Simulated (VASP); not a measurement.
# Cu (I4/mmm) in VASP: further runs

Cu is run at these levels: PBE; tasks: single point.

Everything below comes from runs of VASP 6.6.1. Logs are shortened: lines on timing, memory, paths and dates and some standing lists are left out, and cuts for length are marked.

## Step 1: The cell of the first run

Symmetry: I4/mmm, No. 139, tetragonal system. The conventional cell has a = 2.723 Å, b = 2.723 Å, c = 3.565 Å, α = 90.00°, β = 90.00°, γ = 90.00°. Within 3.6 Å of Cu (site symmetry 4/mmm) lie 14 Cu at 2.62 to 3.56 Å.

## Step 2: Single point, PBE (13.22 Å³/atom)

File INCAR:

```
PREC = Accurate ; ENCUT = 820
EDIFF = 1E-6 ; ISMEAR = 0
SIGMA = 0.15 ; LREAL = F
LASPH = T ; NELM = 120
ALGO = Normal ; ISIF = 2
LWAVE = F ; LCHARG = F
GGA = PE ; NBANDS = 16
GGA_COMPAT = F
```

File KPOINTS:

```
regular mesh
0
Gamma
  24 24 24
```

File POSCAR:

```
Cu
1.0
    0.0000000000      1.9255516070      1.7824831226
    1.9255516070      0.0000000000      1.7824831226
    1.9255516070      1.9255516070      0.0000000000
Cu
1
Direct
    0.0000000000      0.0000000000      0.0000000000
```

Potentials or basis: VASP PAW PBE potentials, release 64 (Cu_sv_GW).

Run with:

```
cat potpaw_PBE.64/Cu_sv_GW/POTCAR > POTCAR
mpirun -np 1 vasp_std > vasp.out
```

OUTCAR:

```text
PREC = Accurate
   ENCUT = 820
   EDIFF = 1E-6
   ISMEAR = 0
   LREAL = F
   LASPH = T
   NELM = 120
   ISIF = 2
   GGA = PE

 ion  position               nearest neighbor table
   1  0.000  0.000  0.000-

  LATTYP: Found a body centered tetragonal cell.
 ALAT       =     2.7231411977
 C/A-ratio  =     1.3091374947

  Lattice vectors:

 A1 = (   0.0000000000,  -1.9255516070,  -1.7824831226)
 A2 = (   0.0000000000,   1.9255516070,  -1.7824831226)
 A3 = (   1.9255516070,   0.0000000000,   1.7824831226)

Analysis of symmetry for initial positions (statically):
=====================================================================
 Subroutine PRICEL returns:
 Original cell was already a primitive cell.

 Routine SETGRP: Setting up the symmetry group for a
 body centered tetragonal supercell.

 Subroutine GETGRP returns: Found 16 space group operations
 (whereof 16 operations were pure point group operations)
 out of a pool of 16 trial point group operations.

The static configuration has the point symmetry D_4h.

Analysis of symmetry for dynamics (positions and initial velocities):
=====================================================================
 Subroutine PRICEL returns:
 Original cell was already a primitive cell.

 Routine SETGRP: Setting up the symmetry group for a
 body centered tetragonal supercell.

 Subroutine GETGRP returns: Found 16 space group operations
 (whereof 16 operations were pure point group operations)
 out of a pool of 16 trial point group operations.

The dynamic configuration has the point symmetry D_4h.

 Subroutine INISYM returns: Found 16 space group operations
 (whereof 16 operations are pure point group operations),
 and found     1 'primitive' translations

----------------------------------------------------------------------------------------

                                     Primitive cell

  volume of cell :      13.2180

  direct lattice vectors                    reciprocal lattice vectors
     0.000000000  1.925551607  1.782483123    -0.259665853  0.259665853  0.280507565
     1.925551607  0.000000000  1.782483123     0.259665853 -0.259665853  0.280507565
     1.925551607  1.925551607  0.000000000     0.259665853  0.259665853 -0.280507565

  length of vectors
     2.623927414  2.623927414  2.723141198     0.462100859  0.462100859  0.462100859

  position of ions in fractional coordinates (direct lattice)
     0.000000000  0.000000000  0.000000000

  ion indices of the primitive-cell ions
   primitive index   ion index
                 1           1

----------------------------------------------------------------------------------------

 KPOINTS: regular mesh

Automatic generation of k-mesh.
 Grid dimensions read from file:
 generate k-points for:   24   24   24

 Generating k-lattice:

  Cartesian coordinates                     Fractional coordinates (reciprocal lattice)
    -0.010819411  0.010819411  0.011687815     0.041666667 -0.000000000  0.000000000
     0.010819411 -0.010819411  0.011687815    -0.000000000  0.041666667  0.000000000
     0.010819411  0.010819411 -0.011687815     0.000000000  0.000000000  0.041666667

  Length of vectors
     0.019254202  0.019254202  0.019254202

  Shift w.r.t. Gamma in fractional coordinates (k-lattice)
     0.000000000  0.000000000  0.000000000

 Subroutine IBZKPT returns following result:
 ===========================================

 Found   1063 irreducible k-points:

 Following reciprocal coordinates:
            Coordinates               Weight
  0.000000  0.000000  0.000000      1.000000
  0.041667  0.000000  0.000000      8.000000
  0.083333  0.000000  0.000000      8.000000
  0.125000  0.000000  0.000000      8.000000
  0.166667  0.000000  0.000000      8.000000
  0.208333  0.000000  0.000000      8.000000
[... 16 lines left out ...]
  0.416667  0.041667  0.000000      8.000000
  0.458333  0.041667  0.000000      8.000000
 [... further k-points ...]
   k-points           NKPTS =   1063   k-points in BZ     NKDIM =   1063   number of bands    NBANDS=     16
   number of dos      NEDOS =    301   number of ions     NIONS =      1
   total plane-waves  NPLWV =  21952
   dimension x,y,z NGX =    28 NGY =   28 NGZ =   28
   dimension x,y,z NGXF=    56 NGYF=   56 NGZF=   56
   ions per type =               1
   NGX,Y,Z   is equivalent  to a cutoff of  17.74, 17.74, 17.09 a.u.
   NGXF,Y,Z  is equivalent  to a cutoff of  35.48, 35.48, 34.19 a.u.
 SYSTEM =  unknown system
   PREC   = accura    normal or accurate (medium, high low for compatibility)
   ISTART =      0    job   : 0-new  1-cont  2-samecut
   ICHARG =      2    charge: 1-file 2-atom 10-const
   ISPIN  =      1    spin polarized calculation?
   LNONCOLLINEAR =      F non collinear calculations
   LSORBIT =      F    spin-orbit coupling
   LASPH  =      T    aspherical Exc in radial PAW
   ENCUT  =  820.0 eV  60.27 Ry    7.76 a.u.   6.13  6.13  6.36*2*pi/ulx,y,z
   NELM   =    120;   NELMIN=  2; NELMDL= -5     # of ELM steps
   EDIFF  = 0.1E-05   stopping-criterion for ELM
   LREAL  =      F    real-space projection
   EDIFFG = 0.1E-04   stopping-criterion for IOM
   NSW    =      0    number of steps for IOM
   IBRION =     -1    ionic relax: 0-MD 1-quasi-New 2-CG
   NFREE  =      0    steps in history (QN), initial steepest desc. (CG)
   ISIF   =      2    stress and relaxation
   ISYM   =      2    0-nonsym 1-usesym 2-fastsym
   POTIM  = 0.5000    time-step for ionic-motion
   TEBEG  =    0.0;   TEEND  =   0.0 temperature during run
   PSTRESS=    0.0 pullay stress
   NELECT =      19.0000    total number of electrons
   NUPDOWN=      -1.0000    fix difference up-down
   EMIN   =  10.00;   EMAX   =-10.00  energy-range for DOS
   EFERMI =   0.00;   METHOD = LEGACY
   ISMEAR =     0;   SIGMA  =   0.15  broadening in eV -4-tet -1-fermi 0-gaus
   EFERMI_NEDOS =   21; number of points for ismear=-14 and -15
   IALGO  =     38    algorithm
   IMIX   =      4    mixing-type and parameters
     AMIX     =   0.40;   BMIX     =  1.00
     AMIX_MAG =   1.60;   BMIX_MAG =  1.00
  volume/ion in A,a.u.               =      13.22        89.20
  Fermi-wavevector in a.u.,A,eV,Ry     =   1.847584  3.491427 46.444377  3.413565
  Thomas-Fermi vector in A             =   2.898384
   LORBIT       =      0    0 simple, 1 ext, 2 COOP (PROOUT), +10 PAW based schemes
   GGA     = PE    functional components
   LHFCALC =     F    Hartree Fock is set to
   AEXX    =    0.0000 exact exchange contribution
   IVDW    =     0    specifies the selected vdW correction
   LEPSILON=     F    determine dielectric tensor
   LRPA    =     F    only Hartree local field effects (RPA)
 non-spin polarized calculation
 Gauss-broadening in eV      SIGMA  =   0.15
  energy-cutoff  :      820.00
  volume of cell :       13.22
 maximum number of plane-waves:       727
 NGX is ok and might be reduce to    28
   NGX = 13   NGY = 13   NGZ = 13

 number of electron      18.9999996 magnetization

 Free energy of the ion-electron system (eV)
  ---------------------------------------------------
  ext. energy  EPLUGINS =         0.00000000
  ---------------------------------------------------
  free energy    TOTEN  =        -3.74464786 eV

  energy without entropy =       -3.74108850  energy(sigma->0) =       -3.74286818

 E-fermi :   6.2765     XC(G=0): -12.6560

 val. band max:        6.2715932240   @ k =  -0.2500   0.2917   0.0417
 cond. band min:       6.2775059790   @ k =   0.5000   0.2917   0.1667
 fundamental gap:      0.0059127550
 Fermi energy:         6.2764974339

 k-point     1 :       0.0000    0.0000    0.0000
  band No.  band energies     occupation
      1    -106.0489      2.00000
      2     -63.3870      2.00000
      3     -63.3870      2.00000
      4     -63.3853      2.00000
      5      -2.3039      2.00000
      6       3.5076      2.00000
[... 8 lines left out ...]
     15      32.1375      0.00000
     16      32.2694      0.00000

 k-point     2 :       0.0417    0.0000    0.0000
  band No.  band energies     occupation
      1    -106.0487      2.00000
      2     -63.3878      2.00000
      3     -63.3872      2.00000
      4     -63.3857      2.00000
      5      -2.2452      2.00000
      6       3.5054      2.00000
[... 8 lines left out ...]
     15      32.4555      0.00000
     16      32.5950      0.00000

 k-point     3 :       0.0833    0.0000    0.0000
  band No.  band energies     occupation
      1    -106.0484      2.00000
      2     -63.3911      2.00000
      3     -63.3880      2.00000
      4     -63.3863      2.00000
      5      -2.0702      2.00000
      6       3.4954      2.00000
[... 8 lines left out ...]
     15      33.1248      0.00000
     16      33.3318      0.00000

 k-point     4 :       0.1250    0.0000    0.0000
  band No.  band energies     occupation
      1    -106.0478      2.00000
      2     -63.3967      2.00000
      3     -63.3891      2.00000
      4     -63.3868      2.00000
      5      -1.7819      2.00000
      6       3.4718      2.00000
[... 8 lines left out ...]
     15      33.6495      0.00000
     16      33.9538      0.00000
[... 324 lines left out ...]
 k-point    22 :       0.3750    0.0417    0.0000
  band No.  band energies     occupation
      1    -106.0425      2.00000
      2     -63.4444      2.00000
      3     -63.4007      2.00000
      4     -63.3915      2.00000
      5       1.2699      2.00000
      6       3.5011      2.00000
[... 8 lines left out ...]
     15      30.5735      0.00000
     16      31.2527      0.00000

 k-point    23 :       0.4167    0.0417    0.0000
  band No.  band energies     occupation
      1    -106.0418      2.00000
      2     -63.4502      2.00000
      3     -63.4018      2.00000
      4     -63.3922      2.00000
      5       1.5960      2.00000
      6       3.4662      2.00000
[... 8 lines left out ...]
     15      30.0534      0.00000
     16      30.9934      0.00000

 k-point    24 :       0.4583    0.0417    0.0000
  band No.  band energies     occupation
      1    -106.0413      2.00000
      2     -63.4541      2.00000
      3     -63.4025      2.00000
      4     -63.3928      2.00000
      5       1.7597      2.00000
      6       3.4412      2.00000
[... 8 lines left out ...]
     15      29.6455      0.00000
     16      30.9276      0.00000

 [... further k-points ...]

------------------------ aborting loop because EDIFF is reached ----------------------------------------

  FORCE on cell =-STRESS in cart. coord.  units (eV):
  Direction    XX          YY          ZZ          XY          YZ          ZX
  --------------------------------------------------------------------------------------
  -------------------------------------------------------------------------------------
  Total       -0.9986559     -0.9986559     -0.8042659      0.0000000     -0.0000000      0.0000000
  in kB     -121.0488653   -121.0488653    -97.4865010      0.0000000     -0.0000000      0.0000000
  external PRESSURE =    -113.1947439 kB  Pullay stress =       0.0000000 kB

 VOLUME and BASIS-vectors are now :
 -----------------------------------------------------------------------------
  energy-cutoff  :      820.00
  volume of cell :       13.22
      direct lattice vectors                 reciprocal lattice vectors
     0.000000000  1.925551607  1.782483123    -0.259665853  0.259665853  0.280507565
     1.925551607  0.000000000  1.782483123     0.259665853 -0.259665853  0.280507565
     1.925551607  1.925551607  0.000000000     0.259665853  0.259665853 -0.280507565

 POSITION                                       TOTAL-FORCE (eV/Angst)
 -----------------------------------------------------------------------------------
      0.00000      0.00000      0.00000        -0.000000      0.000000      0.000000
 -----------------------------------------------------------------------------------
    total drift:                               -0.000000     -0.000000     -0.000000

  FREE ENERGIE OF THE ION-ELECTRON SYSTEM (eV)
  ---------------------------------------------------
  free  energy   TOTEN  =        -3.7446478550 eV

  energy  without entropy=       -3.7410885021  energy(sigma->0) =       -3.74286818
```

Wall time 4 min (1 thread of Intel Xeon 6975P-C (Granite Rapids), shared host); peak memory 0.61 GiB.

What came out:

```yaml
Free_energy: -3.7446 eV
Pressure: -11.3 GPa
Band_gap_on_the_k_mesh: zero (an odd number of electrons rules out a gap without spin polarisation)
```

Levels at points of the mesh, in eV from the Fermi level:
```csv
k point,band 7,band 8,band 9,band 10,band 11,band 12,band 13,band 14
"(0.00, 0.00, 0.00)",-2.77,-2.47,-2.15,-1.85,21.79,23.48,23.48,23.59
"(0.50, 0.00, 0.00)",-2.54,-1.57,-1.43,-0.71,3.24,19.20,19.29,22.55
"(0.50, 0.50, 0.00)",-1.51,-1.36,-1.36,2.60,7.67,11.09,11.09,15.55
"(0.50, 0.00, 0.50)",-1.53,-1.48,-1.30,1.05,5.72,12.74,12.93,17.00
```

Caveat: the cell stands under tension.

## Step 3: Single point, PBE (13.86 Å³/atom)

This run uses another cell than the first one, of 13.86 Å³/atom.

File INCAR:

```
PREC = Accurate
ENCUT = 820
EDIFF = 1E-6
ISMEAR = 0
SIGMA = 0.15
LREAL = F
LASPH = T
NELM = 120
ALGO = Normal
ISIF = 2
LWAVE = F
LCHARG = F
GGA = PE
NBANDS = 16
GGA_COMPAT = F
```

File KPOINTS:

```
Automatic mesh
0
Gamma
  24 24 24
```

File POSCAR:

```
Cu
1.0
    0.0000000000      1.9559995787      1.8106688100
    1.9559995787      0.0000000000      1.8106688100
    1.9559995787      1.9559995787      0.0000000000
Cu
1
Direct
    0.0000000000      0.0000000000      0.0000000000
```

Potentials or basis: VASP PAW PBE potentials, release 64 (Cu_sv_GW).

Run with:

```
cat potpaw_PBE.64/Cu_sv_GW/POTCAR > POTCAR
mpirun -np 1 vasp_std > vasp.out
```

Wall time 9.5 min (1 thread of AMD EPYC 7R43 (Zen 3), shared host); peak memory 0.61 GiB.

The run converged. Its results:

```
Free energy            : -3.6943 eV
Pressure               : -14.5 GPa
Band gap on the k mesh : zero (an odd number of electrons rules out a gap without spin polarisation)
```

Stress tensor (GPa, compression positive):
```
-15.13   0.00   0.00
  0.00 -15.13   0.00
  0.00   0.00 -13.10
```

Levels at points of the mesh, in eV from the Fermi level:
```tsv
k point	band 6	band 7	band 8	band 9	band 10	band 11	band 12	band 13	band 14	band 15
(0.00, 0.00, 0.00)	-2.64	-2.64	-2.36	-2.06	-1.79	21.40	22.79	22.79	22.82	25.18
(0.50, 0.00, 0.00)	-2.73	-2.43	-1.52	-1.40	-0.58	3.04	18.56	18.85	21.96	21.99
(0.50, 0.50, 0.00)	-3.68	-1.47	-1.33	-1.33	2.60	7.34	10.79	10.79	15.15	16.66
(0.50, 0.00, 0.50)	-3.63	-1.49	-1.45	-1.27	1.11	5.44	12.37	12.59	16.55	18.40
```

Caveat: the cell stands under tension.
